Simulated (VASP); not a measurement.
# Pt (Fm-3m) in VASP: further runs, part 2 of 2

VASP 6.6.1. The steps go on from the part before.

### Step 5. Single point, LDA

The input, INCAR:

```
SYSTEM = Pt
PREC     = Accurate       ! precision mode
ENCUT    = 520            ! plane-wave cutoff, eV
EDIFF    = 1E-6           ! SCF threshold, eV
ISMEAR   = -1             ! smearing method
SIGMA    = 0.1            ! smearing width, eV
LREAL    = .FALSE.        ! projectors in reciprocal space
LASPH    = .TRUE.         ! aspherical terms in the spheres
NELM     = 60             ! most SCF steps
ALGO     = Normal         ! electronic algorithm
ISIF     = 2              ! what is computed and relaxed
LWAVE    = .FALSE.        ! write WAVECAR
LCHARG   = .TRUE.         ! write CHGCAR
LELF     = .TRUE.         ! ELF
LVHAR    = .TRUE.       
NBANDS   = 11             ! bands
```

The input, KPOINTS:

```
Automatic mesh
0
G
  11 11 11
  0 0 0
```

The input, POSCAR:

```
Pt
1.0
    0.0000000000      1.9474302061      1.9474302061
    1.9474302061      0.0000000000      1.9474302061
    1.9474302061      1.9474302061      0.0000000000
Pt
1
Direct
    0.0000000000      0.0000000000      0.0000000000
```

Potentials or basis: VASP PAW LDA potentials, release 64 (Pt).

The run is started by

```sh
cat potpaw_LDA.64/Pt/POTCAR > POTCAR
mpirun -np 1 vasp_std > vasp.out
```

OUTCAR:

```text
SYSTEM = Pt
   PREC = Accurate
   ENCUT = 520
   EDIFF = 1E-6
   ISMEAR = -1
   LREAL = .FALSE.
   LASPH = .TRUE.
   NELM = 60
   ISIF = 2

 ion  position               nearest neighbor table
   1  0.000  0.000  0.000-

  LATTYP: Found a face centered cubic cell.
 ALAT       =     3.8948604122

  Lattice vectors:

 A1 = (   0.0000000000,   1.9474302061,   1.9474302061)
 A2 = (   1.9474302061,   0.0000000000,   1.9474302061)
 A3 = (   1.9474302061,   1.9474302061,   0.0000000000)

Analysis of symmetry for initial positions (statically):
=====================================================================
 Subroutine PRICEL returns:
 Original cell was already a primitive cell.

 Routine SETGRP: Setting up the symmetry group for a
 face centered cubic supercell.

 Subroutine GETGRP returns: Found 48 space group operations
 (whereof 48 operations were pure point group operations)
 out of a pool of 48 trial point group operations.

The static configuration has the point symmetry O_h .

Analysis of symmetry for dynamics (positions and initial velocities):
=====================================================================
 Subroutine PRICEL returns:
 Original cell was already a primitive cell.

 Routine SETGRP: Setting up the symmetry group for a
 face centered cubic supercell.

 Subroutine GETGRP returns: Found 48 space group operations
 (whereof 48 operations were pure point group operations)
 out of a pool of 48 trial point group operations.

The dynamic configuration has the point symmetry O_h .

 Subroutine INISYM returns: Found 48 space group operations
 (whereof 48 operations are pure point group operations),
 and found     1 'primitive' translations

----------------------------------------------------------------------------------------

                                     Primitive cell

  volume of cell :      14.7712

  direct lattice vectors                    reciprocal lattice vectors
     0.000000000  1.947430206  1.947430206    -0.256748611  0.256748611  0.256748611
     1.947430206  0.000000000  1.947430206     0.256748611 -0.256748611  0.256748611
     1.947430206  1.947430206  0.000000000     0.256748611  0.256748611 -0.256748611

  length of vectors
     2.754082209  2.754082209  2.754082209     0.444701639  0.444701639  0.444701639

  position of ions in fractional coordinates (direct lattice)
     0.000000000  0.000000000  0.000000000

  ion indices of the primitive-cell ions
   primitive index   ion index
                 1           1

----------------------------------------------------------------------------------------

 KPOINTS: Automatic mesh

Automatic generation of k-mesh.
 Grid dimensions read from file:
 generate k-points for:   11   11   11

 Generating k-lattice:

  Cartesian coordinates                     Fractional coordinates (reciprocal lattice)
    -0.023340783  0.023340783  0.023340783     0.090909091  0.000000000  0.000000000
     0.023340783 -0.023340783  0.023340783     0.000000000  0.090909091  0.000000000
     0.023340783  0.023340783 -0.023340783     0.000000000  0.000000000  0.090909091

  Length of vectors
     0.040427422  0.040427422  0.040427422

  Shift w.r.t. Gamma in fractional coordinates (k-lattice)
     0.000000000  0.000000000  0.000000000

 Subroutine IBZKPT returns following result:
 ===========================================

 Found     56 irreducible k-points:

 Following reciprocal coordinates:
            Coordinates               Weight
  0.000000  0.000000  0.000000      1.000000
  0.090909  0.000000  0.000000      8.000000
  0.181818  0.000000  0.000000      8.000000
  0.272727  0.000000  0.000000      8.000000
  0.363636  0.000000  0.000000      8.000000
  0.454545  0.000000  0.000000      8.000000
[... 16 lines left out ...]
 -0.272727  0.181818  0.000000     24.000000
 -0.181818  0.181818  0.000000     12.000000
 [... further k-points ...]
   k-points           NKPTS =     56   k-points in BZ     NKDIM =     56   number of bands    NBANDS=     11
   number of dos      NEDOS =    301   number of ions     NIONS =      1
   total plane-waves  NPLWV =   8000
   dimension x,y,z NGX =    20 NGY =   20 NGZ =   20
   dimension x,y,z NGXF=    40 NGYF=   40 NGZF=   40
   ions per type =               1
   NGX,Y,Z   is equivalent  to a cutoff of  12.07, 12.07, 12.07 a.u.
   NGXF,Y,Z  is equivalent  to a cutoff of  24.15, 24.15, 24.15 a.u.
 SYSTEM =  Pt
   PREC   = accura    normal or accurate (medium, high low for compatibility)
   ISTART =      0    job   : 0-new  1-cont  2-samecut
   ICHARG =      2    charge: 1-file 2-atom 10-const
   ISPIN  =      1    spin polarized calculation?
   LNONCOLLINEAR =      F non collinear calculations
   LSORBIT =      F    spin-orbit coupling
   LASPH  =      T    aspherical Exc in radial PAW
   ENCUT  =  520.0 eV  38.22 Ry    6.18 a.u.   5.12  5.12  5.12*2*pi/ulx,y,z
   NELM   =     60;   NELMIN=  2; NELMDL= -5     # of ELM steps
   EDIFF  = 0.1E-05   stopping-criterion for ELM
   LREAL  =      F    real-space projection
   EDIFFG = 0.1E-04   stopping-criterion for IOM
   NSW    =      0    number of steps for IOM
   IBRION =     -1    ionic relax: 0-MD 1-quasi-New 2-CG
   NFREE  =      0    steps in history (QN), initial steepest desc. (CG)
   ISIF   =      2    stress and relaxation
   ISYM   =      2    0-nonsym 1-usesym 2-fastsym
   POTIM  = 0.5000    time-step for ionic-motion
   TEBEG  =    0.0;   TEEND  =   0.0 temperature during run
   PSTRESS=    0.0 pullay stress
   NELECT =      10.0000    total number of electrons
   NUPDOWN=      -1.0000    fix difference up-down
   EMIN   =  10.00;   EMAX   =-10.00  energy-range for DOS
   EFERMI =   0.00;   METHOD = LEGACY
   ISMEAR =    -1;   SIGMA  =   0.10  broadening in eV -4-tet -1-fermi 0-gaus
   EFERMI_NEDOS =   21; number of points for ismear=-14 and -15
   IALGO  =     38    algorithm
   IMIX   =      4    mixing-type and parameters
     AMIX     =   0.40;   BMIX     =  1.00
     AMIX_MAG =   1.60;   BMIX_MAG =  1.00
  volume/ion in A,a.u.               =      14.77        99.68
  Fermi-wavevector in a.u.,A,eV,Ry     =   1.437484  2.716450 28.114526  2.066359
  Thomas-Fermi vector in A             =   2.556556
   LORBIT       =      0    0 simple, 1 ext, 2 COOP (PROOUT), +10 PAW based schemes
   GGA     = CA    functional components
   LHFCALC =     F    Hartree Fock is set to
   AEXX    =    0.0000 exact exchange contribution
   IVDW    =     0    specifies the selected vdW correction
   LEPSILON=     F    determine dielectric tensor
   LRPA    =     F    only Hartree local field effects (RPA)
 non-spin polarized calculation
  energy-cutoff  :      520.00
  volume of cell :       14.77
 maximum number of plane-waves:       411
   NGX = 11   NGY = 11   NGZ = 11

 number of electron      10.0000000 magnetization

 Free energy of the ion-electron system (eV)
  ---------------------------------------------------
  ext. energy  EPLUGINS =         0.00000000
  ---------------------------------------------------
  free energy    TOTEN  =        -7.54323440 eV

  energy without entropy =       -7.48960056  energy(sigma->0) =       -7.51641748

 E-fermi :  11.5231     XC(G=0): -13.8091

 val. band max:       11.5085815053   @ k =   0.4545   0.0000   0.0000
 cond. band min:      11.5331484201   @ k =   0.4545   0.4545   0.0000
 fundamental gap:      0.0245669148
 Fermi energy:        11.5230964254

 k-point     1 :       0.0000    0.0000    0.0000
  band No.  band energies     occupation
      1       1.0681      2.00000
      2       7.5936      2.00000
      3       7.5936      2.00000
      4       7.5936      2.00000
      5       9.8617      2.00000
      6       9.8617      2.00000
      7      26.1090      0.00000
      8      31.1492      0.00000
      9      31.1492      0.00000
     10      31.1492      0.00000
     11      36.6805      0.00000

 k-point     2 :       0.0909    0.0000    0.0000
  band No.  band energies     occupation
      1       1.4046      2.00000
      2       7.4470      2.00000
      3       7.7247      2.00000
      4       7.7247      2.00000
      5       9.7911      2.00000
      6       9.7911      2.00000
      7      26.6334      0.00000
      8      29.6459      0.00000
      9      31.6772      0.00000
     10      31.6772      0.00000
     11      38.2151      0.00000
[... 295 lines left out ...]
 k-point    24 :      -0.1818    0.1818    0.0000
  band No.  band energies     occupation
      1       4.0574      2.00000
      2       6.6507      2.00000
      3       7.8049      2.00000
      4       8.8135      2.00000
      5       8.8981      2.00000
      6      11.4615      1.29856
      7      25.1413      0.00000
      8      27.8175      0.00000
      9      30.6284      0.00000
     10      31.7148      0.00000
     11      36.4283      0.00000

 [... further k-points ...]
[... 5 lines left out ...]
  --------------------------------------------------------------------------------------
  -------------------------------------------------------------------------------------
  Total        0.0543391      0.0543391      0.0543391     -0.0000000     -0.0000000      0.0000000
  in kB        5.8939602      5.8939602      5.8939602     -0.0000000     -0.0000000      0.0000000
  external PRESSURE =       5.8939602 kB  Pullay stress =       0.0000000 kB

 VOLUME and BASIS-vectors are now :
 -----------------------------------------------------------------------------
  energy-cutoff  :      520.00
  volume of cell :       14.77
      direct lattice vectors                 reciprocal lattice vectors
     0.000000000  1.947430206  1.947430206    -0.256748611  0.256748611  0.256748611
     1.947430206  0.000000000  1.947430206     0.256748611 -0.256748611  0.256748611
     1.947430206  1.947430206  0.000000000     0.256748611  0.256748611 -0.256748611

 POSITION                                       TOTAL-FORCE (eV/Angst)
 -----------------------------------------------------------------------------------
      0.00000      0.00000      0.00000        -0.000000      0.000000      0.000000
 -----------------------------------------------------------------------------------
    total drift:                                0.000000      0.000000     -0.000000

  FREE ENERGIE OF THE ION-ELECTRON SYSTEM (eV)
  ---------------------------------------------------
  free  energy   TOTEN  =        -7.5432344023 eV

  energy  without entropy=       -7.4896005565  energy(sigma->0) =       -7.51641748
```

Run time: 6.8 s. Hardware: 1 thread of Intel Xeon Platinum 8559C (Emerald Rapids), shared host; peak memory 0.12 GiB.

What came out:

| Quantity | Value |
| --- | --- |
| Free energy | -7.5432 eV |
| Pressure | 0.6 GPa |
| Band gap on the k mesh | zero (band 5 reaches 11.96 eV, above the bottom of band 6 at 9.77 eV) |

Caveat: spin-orbit coupling is left out, which moves the levels of the heavy elements.

### Step 6. Single point, LDA

The input, INCAR:

```
SYSTEM = Pt
PREC = Accurate ; ENCUT = 520
EDIFF = 1E-6 ; ISMEAR = -1
SIGMA = 0.1 ; LREAL = .False.
LASPH = .True. ; NELM = 100
ALGO = Normal ; ISIF = 2
LWAVE = .False. ; LCHARG = .False.
NBANDS = 11
```

The input, KPOINTS:

```
Automatic mesh
0
Gamma
  14 14 14
  0 0 0
```

POSCAR is that of step 5.

Potentials or basis: VASP PAW LDA potentials, release 64 (Pt).

The run is started by

```sh
cat potpaw_LDA.64/Pt/POTCAR > POTCAR
mpirun -np 1 vasp_std > vasp.out
```

It took 9.6 s on 1 thread of Intel Xeon Platinum 8559C (Emerald Rapids), shared host; peak memory 0.12 GiB.

The run converged. Its results:

```yaml
Free_energy: -7.5393 eV
Pressure: 0.8 GPa
Band_gap_on_the_k_mesh: zero (band 5 reaches 12.07 eV, above the bottom of band 6 at 9.75 eV)
```

Levels at points of the mesh, in eV from the Fermi level:
| k point | band 1 | band 2 | band 3 | band 4 | band 5 | band 6 | band 7 | band 8 | band 9 | band 10 |
| --- | --- | --- | --- | --- | --- | --- | --- | --- | --- | --- |
| (0.00, 0.00, 0.00) | -10.49 | -3.95 | -3.95 | -3.95 | -1.68 | -1.68 | 14.55 | 19.59 | 19.59 | 19.59 |
| (0.50, 0.00, 0.00) | -7.59 | -4.01 | -4.01 | -0.57 | 0.05 | 0.05 | 5.99 | 14.13 | 19.03 | 19.03 |
| (0.50, 0.50, 0.00) | -7.33 | -6.88 | 0.03 | 0.51 | 0.51 | 1.72 | 9.09 | 11.40 | 11.40 | 20.46 |

Caveat: spin-orbit coupling is left out, which moves the levels of the heavy elements.

### Step 7. Overview

| k mesh | gap on the mesh (eV) | pressure (GPa) |
| --- | --- | --- |
| 5 × 5 × 5 | none | 6.5 |
| 7 × 7 × 7 | none | 2.5 |
| 9 × 9 × 9 | none | 0.5 |
| 11 × 11 × 11 | none | 0.6 |
| 14 × 14 × 14 | none | 0.8 |

Alike in all rows: task single point; level LDA; potentials or basis VASP PAW LDA potentials, release 64 (Pt); no spin polarisation; cell as given; cutoff (eV) 520; smearing fermi-dirac 0.1 eV.

Caveats: some runs use coarse meshes; spin-orbit coupling is left out, which moves the levels of the heavy elements.

Total energies depend on the potentials used, so only differences within one code and one set of settings carry meaning.
